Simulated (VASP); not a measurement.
# Co (P6_3/mmc) in VASP: notebook, part 2 of 2

VASP 6.6.1. The steps go on from the part before.

## 3. Single point, PBE (volume scaled by 1.08)

Input file INCAR:

```
PREC = Accurate ; ENCUT = 520
EDIFF = 1E-6 ; ISMEAR = -1
SIGMA = 0.1 ; LREAL = F
LASPH = T ; NELM = 100
ALGO = Normal ; ISIF = 2
LWAVE = F ; LCHARG = F
GGA = PE ; NBANDS = 16
```

Input file KPOINTS:

```
Automatic mesh
0
Gamma
  24 24 13
```

Input file POSCAR:

```
Co
1.0
    2.5222766501      0.0000000000      0.0000000000
   -1.2611383250      2.1843556544      0.0000000000
    0.0000000000      0.0000000000      4.0636112955
Co
2
Direct
    0.3333333333      0.6666666667      0.2500000000
    0.6666666667      0.3333333333      0.7500000000
```

Potentials or basis: VASP PAW PBE potentials, release 64 (Co).

Command:

```
$ cat potpaw_PBE.64/Co/POTCAR > POTCAR
$ mpirun -np 1 vasp_std > vasp.out
```

OUTCAR:

```text
PREC = Accurate
   ENCUT = 520
   EDIFF = 1E-6
   ISMEAR = -1
   LREAL = F
   LASPH = T
   NELM = 100
   ISIF = 2
   GGA = PE

 ion  position               nearest neighbor table
   1  0.333  0.667  0.250-   2 2.50   2 2.50   2 2.50   2 2.50   2 2.50   2 2.50
   2  0.667  0.333  0.750-   1 2.50   1 2.50   1 2.50   1 2.50   1 2.50   1 2.50

  LATTYP: Found a hexagonal cell.
 ALAT       =     2.5222766501
 C/A-ratio  =     1.6110886549

  Lattice vectors:

 A1 = (   2.5222766501,   0.0000000000,   0.0000000000)
 A2 = (  -1.2611383250,   2.1843556544,   0.0000000000)
 A3 = (   0.0000000000,   0.0000000000,   4.0636112955)

Analysis of symmetry for initial positions (statically):
=====================================================================
 Subroutine PRICEL returns:
 Original cell was already a primitive cell.

 Routine SETGRP: Setting up the symmetry group for a
 hexagonal supercell.

 Subroutine GETGRP returns: Found 24 space group operations
[... 158 lines left out ...]

 Free energy of the ion-electron system (eV)
  ---------------------------------------------------
  ext. energy  EPLUGINS =         0.00000000
  ---------------------------------------------------
  free energy    TOTEN  =       -13.63543719 eV

  energy without entropy =      -13.43689676  energy(sigma->0) =      -13.53616697

 E-fermi :   9.6885     XC(G=0): -13.2369

 val. band max:        9.6873999600   @ k =   0.3333   0.2083   0.1538
 cond. band min:       9.6885559506   @ k =   0.3750   0.1250   0.0769
 fundamental gap:      0.0011559907
 Fermi energy:         9.6885231722

 k-point     1 :       0.0000    0.0000    0.0000
  band No.  band energies     occupation
      1       1.0803      2.00000
      2       5.2809      2.00000
      3       8.0048      2.00000
      4       8.0270      2.00000
      5       8.0270      2.00000
      6       8.3495      2.00000
[... 433 lines left out ...]
      3       6.0816      2.00000
      4       7.6309      2.00000
      5       7.8428      2.00000
      6       8.0400      2.00000
[... 8 lines left out ...]
     15      22.6445      0.00000
     16      23.5295      0.00000

 [... further k-points ...]
[... 5 lines left out ...]
  --------------------------------------------------------------------------------------
  -------------------------------------------------------------------------------------
  Total       -2.2501480     -2.2501480     -2.3157019     -0.0000000      0.0000000      0.0000000
  in kB     -161.0250446   -161.0250446   -165.7162139     -0.0000000      0.0000000      0.0000000
  external PRESSURE =    -162.5887677 kB  Pullay stress =       0.0000000 kB

 VOLUME and BASIS-vectors are now :
 -----------------------------------------------------------------------------
  energy-cutoff  :      520.00
  volume of cell :       22.39
      direct lattice vectors                 reciprocal lattice vectors
     2.522276650  0.000000000  0.000000000     0.396467215  0.228900454  0.000000000
    -1.261138325  2.184355654  0.000000000     0.000000000  0.457800907  0.000000000
     0.000000000  0.000000000  4.063611296     0.000000000  0.000000000  0.246086529

 POSITION                                       TOTAL-FORCE (eV/Angst)
 -----------------------------------------------------------------------------------
     -0.00000      1.45624      1.01590        -0.000000      0.000000      0.000000
      1.26114      0.72812      3.04771         0.000000      0.000000      0.000000
 -----------------------------------------------------------------------------------
    total drift:                               -0.000000      0.000000     -0.000000

  FREE ENERGIE OF THE ION-ELECTRON SYSTEM (eV)
  ---------------------------------------------------
  free  energy   TOTEN  =       -13.6354371857 eV

  energy  without entropy=      -13.4368967631  energy(sigma->0) =      -13.53616697
```

OSZICAR:

```text
N       E                     dE             d eps       ncg     rms          rms(c)
DAV:   1     0.768868664885E+02    0.76887E+02   -0.84301E+03 13936   0.152E+03
DAV:   2    -0.140295810189E+02   -0.90916E+02   -0.83606E+02 13728   0.239E+02
DAV:   3    -0.162203895271E+02   -0.21908E+01   -0.21388E+01 16736   0.516E+01
DAV:   4    -0.162553306025E+02   -0.34941E-01   -0.34930E-01 19488   0.496E+00
DAV:   5    -0.162556094339E+02   -0.27883E-03   -0.27882E-03 17048   0.426E-01    0.139E+01
DAV:   6    -0.142304132581E+02    0.20252E+01   -0.12856E+01 14552   0.751E+01    0.613E+00
DAV:   7    -0.136714553497E+02    0.55896E+00   -0.21366E+00 15128   0.285E+01    0.158E+00
DAV:   8    -0.136416827430E+02    0.29773E-01   -0.18847E-02 22384   0.219E+00    0.565E-01
DAV:   9    -0.136354130281E+02    0.62697E-02   -0.14260E-03 21008   0.518E-01    0.847E-02
DAV:  10    -0.136354345565E+02   -0.21528E-04   -0.85730E-05 15600   0.113E-01    0.429E-02
DAV:  11    -0.136354359148E+02   -0.13583E-05   -0.22349E-06 16424   0.222E-02    0.609E-03
DAV:  12    -0.136354370249E+02   -0.11101E-05   -0.63706E-07  9208   0.982E-03    0.207E-03
DAV:  13    -0.136354371857E+02   -0.16076E-06   -0.14376E-07  7760   0.447E-03
   1 F= -.13635437E+02 E0= -.13536167E+02  d E =-.198540E+00
```

Wall time 54 s (1 thread of Intel Xeon 6975P-C (Granite Rapids), shared host); peak memory 0.24 GiB.

What came out:

```
Free energy            : -13.6354 eV
Pressure               : -16.3 GPa
Band gap on the k mesh : zero (band 9 reaches 10.03 eV, above the bottom of band 10 at 8.67 eV)
```

Caveat: the cell differs from its parent crystal (volume scaled by 1.08); the run has no spin polarisation, though such a crystal can be magnetic. Spin polarisation is off, so any magnetic state and its effect on volume and gap are missing.

## 4. Single point, PBE

This run uses another cell than the first one, of 10.37 Å³/atom, 0.962 times its volume.

Input file INCAR:

```
SYSTEM = Co
ALGO = Normal
EDIFF = 1E-7
ENCUT = 520
GGA = PE
ISIF = 2
ISMEAR = 0
LASPH = .TRUE.
LCHARG = .FALSE.
LREAL = .FALSE.
LWAVE = .FALSE.
NBANDS = 16
NELM = 60
PREC = Accurate
SIGMA = 0.3
```

Input file KPOINTS:

```
k-points
0
G
  15 15 8
  0 0 0
```

Input file POSCAR:

```
Co
1.0
    2.4583936733      0.0000000000      0.0000000000
   -1.2291968366      2.1290313736      0.0000000000
    0.0000000000      0.0000000000      3.9606917934
Co
2
Direct
    0.3333333333      0.6666666667      0.2500000000
    0.6666666667      0.3333333333      0.7500000000
```

Command:

```
$ cat potpaw_PBE.64/Co/POTCAR > POTCAR
$ mpirun -np 1 vasp_std > vasp.out
```

It took 38 s on 1 thread of Intel Xeon Platinum 8259CL at 2.50GHz (Skylake/Cascade Lake), shared host; peak memory 0.15 GiB.

The run converged. Its results:

| Property | Result |
| --- | --- |
| Free energy | -13.7652 eV |
| Pressure | -0.5 GPa |
| Band gap on the k mesh | zero (band 9 reaches 11.23 eV, above the bottom of band 10 at 9.68 eV) |

Stress tensor (GPa, compression positive):
```
-0.38  0.00  0.00
 0.00 -0.38  0.00
 0.00  0.00 -0.63
```

Levels at points of the mesh, in eV from the Fermi level:
| k point | band 6 | band 7 | band 8 | band 9 | band 10 | band 11 | band 12 | band 13 |
| --- | --- | --- | --- | --- | --- | --- | --- | --- |
| (0.00, 0.00, 0.00) | -1.50 | -1.50 | -1.12 | -1.12 | -0.02 | 0.12 | 0.12 | 7.32 |
| (0.00, 0.00, 0.50) | -1.94 | -1.94 | -1.94 | -0.22 | -0.22 | -0.22 | -0.22 | 15.89 |

Caveat: the run has no spin polarisation, though such a crystal can be magnetic. Spin polarisation is off, so any magnetic state and its effect on volume and gap are missing.

## 5. Single point, PBE

This run uses another cell than the first one, of 10.37 Å³/atom, 0.962 times its volume.

Input file INCAR:

```
SYSTEM = Co
PREC = Accurate ; ENCUT = 520
EDIFF = 1E-7 ; ISMEAR = 0
SIGMA = 0.6 ; LREAL = .FALSE.
LASPH = .TRUE. ; NELM = 80
ALGO = Normal ; ISIF = 2
LWAVE = .FALSE. ; LCHARG = .FALSE.
GGA = PE ; NBANDS = 16
```

Input file KPOINTS:

```
regular mesh
0
G
  15 15 8
  0 0 0
```

POSCAR is that of step 4.

Command:

```
$ cat potpaw_PBE.64/Co/POTCAR > POTCAR
$ mpirun -np 1 vasp_std > vasp.out
```

Wall time 35 s (1 thread of Intel Xeon Platinum 8259CL at 2.50GHz (Skylake/Cascade Lake), shared host); peak memory 0.15 GiB.

Results (log left out):

- Free energy: -14.0938 eV
- Pressure: 2.2 GPa
- Band gap on the k mesh: zero (band 9 reaches 11.26 eV, above the bottom of band 10 at 9.70 eV)

Stress tensor (GPa, compression positive):
```
2.34 0.00 0.00
0.00 2.34 0.00
0.00 0.00 2.04
```

Levels at points of the mesh, in eV from the Fermi level:
| k point | band 7 | band 8 | band 9 | band 10 | band 11 | band 12 |
| --- | --- | --- | --- | --- | --- | --- |
| (0.00, 0.00, 0.00) | -1.47 | -1.09 | -1.09 | -0.01 | 0.15 | 0.15 |
| (0.00, 0.00, 0.50) | -1.92 | -1.92 | -0.19 | -0.19 | -0.19 | -0.19 |

Caveat: the run has no spin polarisation, though such a crystal can be magnetic. Spin polarisation is off, so any magnetic state and its effect on volume and gap are missing.

## 6. Overview

```csv
cell,k mesh,smearing,gap on the mesh (eV),pressure (GPa)
"a = 2.491, b = 2.491, c = 4.013 Å, angles 90.0, 90.0, 120.0°, 2 atoms",24 × 24 × 13,fermi-dirac 0.1 eV,none,-9.4
"a = 2.522, b = 2.522, c = 4.064 Å, angles 90.0, 90.0, 120.0°, 2 atoms",24 × 24 × 13,fermi-dirac 0.1 eV,none,-16.3
"a = 2.458, b = 2.458, c = 3.961 Å, angles 90.0, 90.0, 120.0°, 2 atoms",15 × 15 × 8,gaussian 0.3 eV,none,-0.5
"a = 2.458, b = 2.458, c = 3.961 Å, angles 90.0, 90.0, 120.0°, 2 atoms",15 × 15 × 8,gaussian 0.6 eV,none,2.2
```

Alike in all rows: task single point; level PBE; potentials or basis VASP PAW PBE potentials, release 64 (Co); no spin polarisation; cutoff (eV) 520.

Caveats: the run has no spin polarisation, though such a crystal can be magnetic.

Absolute energies hang on the potentials; compare differences alone.
